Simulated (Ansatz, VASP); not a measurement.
Mg3ZrN in VASP and in Ansatz

Contents of INCAR:

```
SYSTEM = Mg3ZrN
  ALGO = Normal
  EDIFF = 1E-7
  EDIFFG = -0.08
  ENCUT = 600
  GGA = PE
  IBRION = 2
  ISIF = 3
  ISMEAR = 0
  LASPH = .TRUE.
  LCHARG = .FALSE.
  LREAL = .FALSE.
  LWAVE = .FALSE.
  NELM = 80
  NSW = 36
  PREC = Accurate
  SIGMA = 0.2
```

KPOINTS

```
k-points
0
G
  5 5 1
  0 0 0
```

POSCAR

```
Mg3ZrN
1.0
    3.2400000000      0.0000000000      0.0000000000
    0.0000000000      3.2400000000      0.0000000000
    0.0000000000      0.0000000000     15.6000000000
Mg Zr N
6 2 2
Direct
    0.5000000000      0.0000000000      0.7820000000
    0.0000000000      0.5000000000      0.2180000000
    0.5000000000      0.0000000000      0.5540000000
    0.0000000000      0.5000000000      0.4460000000
    0.0000000000      0.5000000000      0.6640000000
    0.5000000000      0.0000000000      0.3360000000
    0.0000000000      0.5000000000      0.9260000000
    0.5000000000      0.0000000000      0.0740000000
    0.5000000000      0.0000000000      0.9260000000
    0.0000000000      0.5000000000      0.0740000000
```

Input for Ansatz:

```yaml
crystal:
  lattice:
    - [3.24, 0.0, 0.0]
    - [0.0, 3.24, 0.0]
    - [0.0, 0.0, 15.6]
  atoms:
    - { symbol: Mg, position: [0.5, 0.0, 0.782] }
    - { symbol: Mg, position: [0.0, 0.5, 0.218] }
    - { symbol: Mg, position: [0.5, 0.0, 0.554] }
    - { symbol: Mg, position: [0.0, 0.5, 0.446] }
    - { symbol: Mg, position: [0.0, 0.5, 0.664] }
    - { symbol: Mg, position: [0.5, 0.0, 0.336] }
    - { symbol: Zr, position: [0.0, 0.5, 0.926] }
    - { symbol: Zr, position: [0.5, 0.0, 0.074] }
    - { symbol: "N", position: [0.5, 0.0, 0.926] }
    - { symbol: "N", position: [0.0, 0.5, 0.074] }
basis:
  ecutwfc: 420
kpoints:
  mp_grid: { grid: [5, 5, 1] }
hamiltonian:
  xc: pbe
scf:
  occupations: { method: gaussian, width: 0.2 }
  lower_state_search: "off"
output:
  forces: true
  stress: true
  eigenvalues: true
relax:
  adjacent_minimum: "off"
  f_tol: 0.08
  max_steps: 16
  cell: { stress_tol: 0.8 }
```

Alike in both runs: task relaxation of cell and atoms; functional PBE; k mesh 5 × 5 × 1; occupations gaussian, width 0.2 eV; no spin polarisation.

|  | VASP | Ansatz |
| --- | --- | --- |
| version | VASP 6.6.1 | Ansatz 0.2.0 |
| potentials or method | VASP PAW PBE potentials, release 64 (Mg, Zr_sv, N), cutoff 600 eV | scalar-relativistic, plane waves, PAW |
| valence electrons in the cell | 46 | 94 |

Ansatz gave:

* gap on the k mesh at the Fermi level, each at its own relaxed structure (eV): none
* relaxed volume (Å³/atom): 18.21
* relaxed cell length with the largest relative difference (Å): 17.082

Q: Which values does VASP return?

A: gap on the k mesh at the Fermi level, each at its own relaxed structure (eV): none; relaxed volume (Å³/atom): 18.32; relaxed cell length with the largest relative difference (Å): 17.125.

A gap of «none» marks a metal or a gap that the smearing closes. VASP's potentials hold 46 valence electrons a cell and Ansatz's 94, so a difference there can come from the potentials and not from the codes.

The k mesh is coarse, so the values compare programs but aren't converged.
